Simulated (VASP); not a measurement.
# CaO (Fm-3m) in VASP: notebook

The runs below take CaO through single point, with PBE.

All numbers are computed with VASP 6.6.1; they aren't measurements. Logs are shortened: lines on timing, memory, paths and dates and some standing lists are left out, and cuts for length are marked.

## (1) The cell of the first run

The structure is cubic, space group Fm-3m (No. 225). Conventional cell: a = 4.849 Å, b = 4.849 Å, c = 4.849 Å, α = 90.00°, β = 90.00°, γ = 90.00°. Within 3.2 Å of Ca (site symmetry m-3m) lie 6 O at 2.42 Å. O (site symmetry m-3m) has 6 Ca at 2.42 Å within 3.2 Å.

## (2) Single point, PBE (volume scaled by 0.97)

Contents of INCAR:

```
SYSTEM = CaO
  ALGO = Normal
  EDIFF = 1E-6
  ENCUT = 520
  GGA = PE
  ISIF = 2
  ISMEAR = -1
  LASPH = .TRUE.
  LCHARG = .FALSE.
  LREAL = .FALSE.
  LWAVE = .FALSE.
  NBANDS = 15
  NELM = 100
  PREC = Accurate
  SIGMA = 0.02
```

Contents of KPOINTS:

```
k-points
0
G
  11 11 11
  0 0 0
```

Contents of POSCAR:

```
CaO
1.0
    0.0000000000      2.4242609349      2.4242609349
    2.4242609349      0.0000000000      2.4242609349
    2.4242609349      2.4242609349      0.0000000000
Ca O
1 1
Direct
    0.0000000000      0.0000000000      0.0000000000
    0.5000000000      0.5000000000      0.5000000000
```

Potentials or basis: VASP PAW PBE potentials, release 64 (Ca_sv, O).

Run with:

```console
$ cat potpaw_PBE.64/Ca_sv/POTCAR potpaw_PBE.64/O/POTCAR > POTCAR
$ mpirun -np 1 vasp_std > vasp.out
```

OUTCAR:

```text
SYSTEM = CaO
   EDIFF = 1E-6
   ENCUT = 520
   GGA = PE
   ISIF = 2
   ISMEAR = -1
   LASPH = .TRUE.
   LREAL = .FALSE.
   NELM = 100
   PREC = Accurate

 ion  position               nearest neighbor table
   1  0.000  0.000  0.000-   2 2.42   2 2.42   2 2.42   2 2.42   2 2.42   2 2.42
   2  0.500  0.500  0.500-   1 2.42   1 2.42   1 2.42   1 2.42   1 2.42   1 2.42

  LATTYP: Found a face centered cubic cell.
 ALAT       =     4.8485218698

  Lattice vectors:

 A1 = (   0.0000000000,   2.4242609349,   2.4242609349)
 A2 = (   2.4242609349,   0.0000000000,   2.4242609349)
 A3 = (   2.4242609349,   2.4242609349,   0.0000000000)

Analysis of symmetry for initial positions (statically):
=====================================================================
 Subroutine PRICEL returns:
 Original cell was already a primitive cell.

 Routine SETGRP: Setting up the symmetry group for a
 face centered cubic supercell.

 Subroutine GETGRP returns: Found 48 space group operations
 (whereof 48 operations were pure point group operations)
 out of a pool of 48 trial point group operations.

The static configuration has the point symmetry O_h .

Analysis of symmetry for dynamics (positions and initial velocities):
=====================================================================
 Subroutine PRICEL returns:
 Original cell was already a primitive cell.

 Routine SETGRP: Setting up the symmetry group for a
 face centered cubic supercell.

 Subroutine GETGRP returns: Found 48 space group operations
 (whereof 48 operations were pure point group operations)
 out of a pool of 48 trial point group operations.

The dynamic configuration has the point symmetry O_h .

 Subroutine INISYM returns: Found 48 space group operations
 (whereof 48 operations are pure point group operations),
 and found     1 'primitive' translations

----------------------------------------------------------------------------------------

                                     Primitive cell

  volume of cell :      28.4950

  direct lattice vectors                    reciprocal lattice vectors
     0.000000000  2.424260935  2.424260935    -0.206248425  0.206248425  0.206248425
     2.424260935  0.000000000  2.424260935     0.206248425 -0.206248425  0.206248425
     2.424260935  2.424260935  0.000000000     0.206248425  0.206248425 -0.206248425

  length of vectors
     3.428422693  3.428422693  3.428422693     0.357232751  0.357232751  0.357232751

  position of ions in fractional coordinates (direct lattice)
     0.000000000  0.000000000  0.000000000
     0.500000000  0.500000000  0.500000000

  ion indices of the primitive-cell ions
   primitive index   ion index
                 1           1
                 2           2

----------------------------------------------------------------------------------------

 KPOINTS: k-points

Automatic generation of k-mesh.
 Grid dimensions read from file:
 generate k-points for:   11   11   11

 Generating k-lattice:

  Cartesian coordinates                     Fractional coordinates (reciprocal lattice)
    -0.018749857  0.018749857  0.018749857     0.090909091  0.000000000  0.000000000
     0.018749857 -0.018749857  0.018749857     0.000000000  0.090909091  0.000000000
     0.018749857  0.018749857 -0.018749857     0.000000000  0.000000000  0.090909091

  Length of vectors
     0.032475705  0.032475705  0.032475705

  Shift w.r.t. Gamma in fractional coordinates (k-lattice)
     0.000000000  0.000000000  0.000000000

 Subroutine IBZKPT returns following result:
 ===========================================

 Found     56 irreducible k-points:

 Following reciprocal coordinates:
            Coordinates               Weight
  0.000000  0.000000  0.000000      1.000000
  0.090909  0.000000  0.000000      8.000000
  0.181818  0.000000  0.000000      8.000000
  0.272727  0.000000  0.000000      8.000000
  0.363636  0.000000  0.000000      8.000000
  0.454545  0.000000  0.000000      8.000000
[... 16 lines left out ...]
 -0.272727  0.181818  0.000000     24.000000
 -0.181818  0.181818  0.000000     12.000000
 [... further k-points ...]
   k-points           NKPTS =     56   k-points in BZ     NKDIM =     56   number of bands    NBANDS=     15
   number of dos      NEDOS =    301   number of ions     NIONS =      2
   total plane-waves  NPLWV =  21952
   dimension x,y,z NGX =    28 NGY =   28 NGZ =   28
   dimension x,y,z NGXF=    56 NGYF=   56 NGZF=   56
   ions per type =               1   1
   NGX,Y,Z   is equivalent  to a cutoff of  13.58, 13.58, 13.58 a.u.
   NGXF,Y,Z  is equivalent  to a cutoff of  27.15, 27.15, 27.15 a.u.
 SYSTEM =  CaO
   PREC   = accura    normal or accurate (medium, high low for compatibility)
   ISTART =      0    job   : 0-new  1-cont  2-samecut
   ICHARG =      2    charge: 1-file 2-atom 10-const
   ISPIN  =      1    spin polarized calculation?
   LNONCOLLINEAR =      F non collinear calculations
   LSORBIT =      F    spin-orbit coupling
   LASPH  =      T    aspherical Exc in radial PAW
   ENCUT  =  520.0 eV  38.22 Ry    6.18 a.u.   6.37  6.37  6.37*2*pi/ulx,y,z
   NELM   =    100;   NELMIN=  2; NELMDL= -5     # of ELM steps
   EDIFF  = 0.1E-05   stopping-criterion for ELM
   LREAL  =      F    real-space projection
   EDIFFG = 0.1E-04   stopping-criterion for IOM
   NSW    =      0    number of steps for IOM
   IBRION =     -1    ionic relax: 0-MD 1-quasi-New 2-CG
   NFREE  =      0    steps in history (QN), initial steepest desc. (CG)
   ISIF   =      2    stress and relaxation
   ISYM   =      2    0-nonsym 1-usesym 2-fastsym
   POTIM  = 0.5000    time-step for ionic-motion
   TEBEG  =    0.0;   TEEND  =   0.0 temperature during run
   PSTRESS=    0.0 pullay stress
   NELECT =      16.0000    total number of electrons
   NUPDOWN=      -1.0000    fix difference up-down
   EMIN   =  10.00;   EMAX   =-10.00  energy-range for DOS
   EFERMI =   0.00;   METHOD = LEGACY
   ISMEAR =    -1;   SIGMA  =   0.02  broadening in eV -4-tet -1-fermi 0-gaus
   EFERMI_NEDOS =   21; number of points for ismear=-14 and -15
   IALGO  =     38    algorithm
   IMIX   =      4    mixing-type and parameters
     AMIX     =   0.40;   BMIX     =  1.00
     AMIX_MAG =   1.60;   BMIX_MAG =  1.00
  volume/ion in A,a.u.               =      14.25        96.15
  Fermi-wavevector in a.u.,A,eV,Ry     =   1.350596  2.552256 24.818518  1.824110
  Thomas-Fermi vector in A             =   2.478087
   LORBIT       =      0    0 simple, 1 ext, 2 COOP (PROOUT), +10 PAW based schemes
   GGA     = PE    functional components
   LHFCALC =     F    Hartree Fock is set to
   AEXX    =    0.0000 exact exchange contribution
   IVDW    =     0    specifies the selected vdW correction
   LEPSILON=     F    determine dielectric tensor
   LRPA    =     F    only Hartree local field effects (RPA)
 non-spin polarized calculation
  energy-cutoff  :      520.00
  volume of cell :       28.49
 maximum number of plane-waves:       785
 NGX is ok and might be reduce to    28
   NGX = 13   NGY = 13   NGZ = 13

 number of electron      16.0000001 magnetization

 Free energy of the ion-electron system (eV)
  ---------------------------------------------------
  ext. energy  EPLUGINS =         0.00000000
  ---------------------------------------------------
  free energy    TOTEN  =       -12.80559714 eV

  energy without entropy =      -12.80559714  energy(sigma->0) =      -12.80559714

 E-fermi :   2.7039     XC(G=0): -10.3485

 val. band max:        2.2038446002   @ k =   0.0000   0.0000   0.0000
 cond. band min:       5.8820349211   @ k =   0.4545   0.4545   0.0000
 fundamental gap:      3.6781903209
 Fermi energy:         2.7038624689

 k-point     1 :       0.0000    0.0000    0.0000
  band No.  band energies     occupation
      1     -35.5420      2.00000
      2     -16.3238      2.00000
      3     -16.3238      2.00000
      4     -16.3238      2.00000
      5     -13.2778      2.00000
      6       2.2038      2.00000
      7       2.2038      2.00000
      8       2.2038      2.00000
      9       6.7075      0.00000
     10       8.3635      0.00000
     11       8.3635      0.00000
     12       8.3635      0.00000
     13       9.8220      0.00000
     14       9.8220      0.00000
     15      17.1109      0.00000

 k-point     2 :       0.0909    0.0000    0.0000
  band No.  band energies     occupation
      1     -35.5348      2.00000
      2     -16.4266      2.00000
      3     -16.3279      2.00000
      4     -16.3279      2.00000
      5     -13.1688      2.00000
      6       1.9044      2.00000
      7       2.0931      2.00000
      8       2.0931      2.00000
      9       7.0890      0.00000
     10       8.3336      0.00000
     11       8.5007      0.00000
     12       8.5007      0.00000
     13      10.0131      0.00000
     14      10.0131      0.00000
     15      17.4302      0.00000

 k-point     3 :       0.1818    0.0000    0.0000
  band No.  band energies     occupation
      1     -35.5154      2.00000
      2     -16.6743      2.00000
      3     -16.3387      2.00000
      4     -16.3387      2.00000
      5     -12.9040      2.00000
      6       1.2388      2.00000
      7       1.8169      2.00000
      8       1.8169      2.00000
      9       7.9703      0.00000
     10       8.3511      0.00000
     11       8.8852      0.00000
     12       8.8852      0.00000
     13      10.5212      0.00000
     14      10.5212      0.00000
     15      17.9672      0.00000
[... 343 lines left out ...]
 k-point    23 :      -0.2727    0.1818    0.0000
  band No.  band energies     occupation
      1     -35.4602      2.00000
      2     -17.0619      2.00000
      3     -16.5079      2.00000
      4     -16.3622      2.00000
      5     -12.4509      2.00000
      6       0.1829      2.00000
      7       1.1687      2.00000
      8       1.4314      2.00000
      9       8.4812      0.00000
     10       9.4049      0.00000
     11       9.7480      0.00000
     12      10.3912      0.00000
     13      12.1486      0.00000
     14      12.2521      0.00000
     15      17.1593      0.00000

 k-point    24 :      -0.1818    0.1818    0.0000
  band No.  band energies     occupation
      1     -35.4816      2.00000
      2     -16.9276      2.00000
      3     -16.4579      2.00000
      4     -16.3410      2.00000
      5     -12.5941      2.00000
      6       0.4746      2.00000
      7       1.3336      2.00000
      8       1.6824      2.00000
      9       8.2160      0.00000
     10       8.9771      0.00000
     11       9.2655      0.00000
     12      10.0537      0.00000
     13      11.2730      0.00000
     14      11.6783      0.00000
     15      18.0744      0.00000

 [... further k-points ...]

------------------------ aborting loop because EDIFF is reached ----------------------------------------

  FORCE on cell =-STRESS in cart. coord.  units (eV):
  Direction    XX          YY          ZZ          XY          YZ          ZX
  --------------------------------------------------------------------------------------
  -------------------------------------------------------------------------------------
  Total       -0.1113989     -0.1113989     -0.1113989     -0.0000000     -0.0000000      0.0000000
  in kB       -6.2635892     -6.2635892     -6.2635892     -0.0000000     -0.0000000      0.0000000
  external PRESSURE =      -6.2635892 kB  Pullay stress =       0.0000000 kB

 VOLUME and BASIS-vectors are now :
 -----------------------------------------------------------------------------
  energy-cutoff  :      520.00
  volume of cell :       28.49
      direct lattice vectors                 reciprocal lattice vectors
     0.000000000  2.424260935  2.424260935    -0.206248425  0.206248425  0.206248425
     2.424260935  0.000000000  2.424260935     0.206248425 -0.206248425  0.206248425
     2.424260935  2.424260935  0.000000000     0.206248425  0.206248425 -0.206248425

 POSITION                                       TOTAL-FORCE (eV/Angst)
 -----------------------------------------------------------------------------------
      0.00000      0.00000      0.00000        -0.000000      0.000000      0.000000
      2.42426      2.42426      2.42426         0.000000     -0.000000     -0.000000
 -----------------------------------------------------------------------------------
    total drift:                                0.000000      0.000000      0.000000

  FREE ENERGIE OF THE ION-ELECTRON SYSTEM (eV)
  ---------------------------------------------------
  free  energy   TOTEN  =       -12.8055971418 eV

  energy  without entropy=      -12.8055971418  energy(sigma->0) =      -12.80559714
```

Wall time 45 s (1 thread of Intel Xeon 8259CL, shared host); peak memory 0.17 GiB.

Results:

```yaml
Free_energy: -12.8056 eV
Pressure: -0.6 GPa
Band_gap_on_the_k_mesh: 3.68 eV, indirect (least direct gap 4.06 eV)
```

## (3) Single point, PBE (volume scaled by 1.03)

Contents of INCAR:

```
SYSTEM = CaO
PREC = Accurate ; ENCUT = 520
EDIFF = 1E-6 ; ISMEAR = -1
SIGMA = 0.02 ; LREAL = .False.
LASPH = .True. ; NELM = 80
ALGO = Normal ; ISIF = 2
LWAVE = .False. ; LCHARG = .False.
GGA = PE ; NBANDS = 15
```

Contents of KPOINTS:

```
Automatic mesh
0
Gamma
  11 11 11
  0 0 0
```

Contents of POSCAR:

```
CaO
1.0
    0.0000000000      2.4732491018      2.4732491018
    2.4732491018      0.0000000000      2.4732491018
    2.4732491018      2.4732491018      0.0000000000
Ca O
1 1
Direct
    0.0000000000      0.0000000000      0.0000000000
    0.5000000000      0.5000000000      0.5000000000
```

Potentials or basis: VASP PAW PBE potentials, release 64 (Ca_sv, O).

Run with:

```console
$ cat potpaw_PBE.64/Ca_sv/POTCAR potpaw_PBE.64/O/POTCAR > POTCAR
$ mpirun -np 1 vasp_std > vasp.out
```

Wall time 43 s (1 thread of Intel Xeon 8259CL, shared host); peak memory 0.17 GiB.

Results (log left out):

```yaml
Free_energy: -12.7693 eV
Pressure: -6.0 GPa
Band_gap_on_the_k_mesh: 3.68 eV, indirect (least direct gap 4.05 eV)
```

Levels at points of the mesh, in eV from the valence-band top:
| k point | band 4 | band 5 | band 6 | band 7 | band 8 | band 9 | band 10 | band 11 | band 12 | band 13 |
| --- | --- | --- | --- | --- | --- | --- | --- | --- | --- | --- |
| (0.00, 0.00, 0.00) | -18.82 | -15.37 | 0.00 | 0.00 | 0.00 | 4.05 | 6.00 | 6.00 | 6.00 | 7.36 |

## (4) Single point, PBE (volume scaled by 1.06)

Contents of INCAR:

```
ALGO = Normal ; EDIFF = 1E-6
ENCUT = 520 ; GGA = PE
ISIF = 2 ; ISMEAR = -1
LASPH = True ; LCHARG = False
LREAL = False ; LWAVE = False
NBANDS = 15 ; NELM = 60
PREC = Accurate ; SIGMA = 0.02
```

Contents of KPOINTS:

```
k-points
0
Gamma
  11 11 11
```

Contents of POSCAR:

```
CaO
1.0
    0.0000000000      2.4970318021      2.4970318021
    2.4970318021      0.0000000000      2.4970318021
    2.4970318021      2.4970318021      0.0000000000
Ca O
1 1
Direct
    0.0000000000      0.0000000000      0.0000000000
    0.5000000000      0.5000000000      0.5000000000
```

Run with:

```console
$ cat potpaw_PBE.64/Ca_sv/POTCAR potpaw_PBE.64/O/POTCAR > POTCAR
$ mpirun -np 1 vasp_std > vasp.out
```

Wall time 44 s (1 thread of Intel Xeon 8259CL, shared host); peak memory 0.17 GiB.

The run converged. Its results:

* Free energy: -12.7311 eV
* Pressure: -8.1 GPa
* Band gap on the k mesh: 3.67 eV, indirect (least direct gap 3.84 eV)

Levels at points of the mesh, in eV from the valence-band top:
| k point | band 4 | band 5 | band 6 | band 7 | band 8 | band 9 | band 10 | band 11 | band 12 | band 13 |
| --- | --- | --- | --- | --- | --- | --- | --- | --- | --- | --- |
| (0.00, 0.00, 0.00) | -18.96 | -15.32 | 0.00 | 0.00 | 0.00 | 3.84 | 5.92 | 5.92 | 5.92 | 7.24 |

 A k mesh can miss the band edges.

## (5) Summary

| cell | gap on the mesh (eV) | pressure (GPa) |
| --- | --- | --- |
| a = 3.428 Å, angles 60.0°, 2 atoms | 3.68 | -0.6 |
| a = 3.498 Å, angles 60.0°, 2 atoms | 3.68 | -6.0 |
| a = 3.531 Å, angles 60.0°, 2 atoms | 3.67 | -8.1 |

Alike in all rows: task single point; level PBE; potentials or basis VASP PAW PBE potentials, release 64 (Ca_sv, O); no spin polarisation; k mesh 11 × 11 × 11; cutoff (eV) 520; smearing fermi-dirac 0.02 eV.

Absolute energies hang on the potentials; compare differences alone.
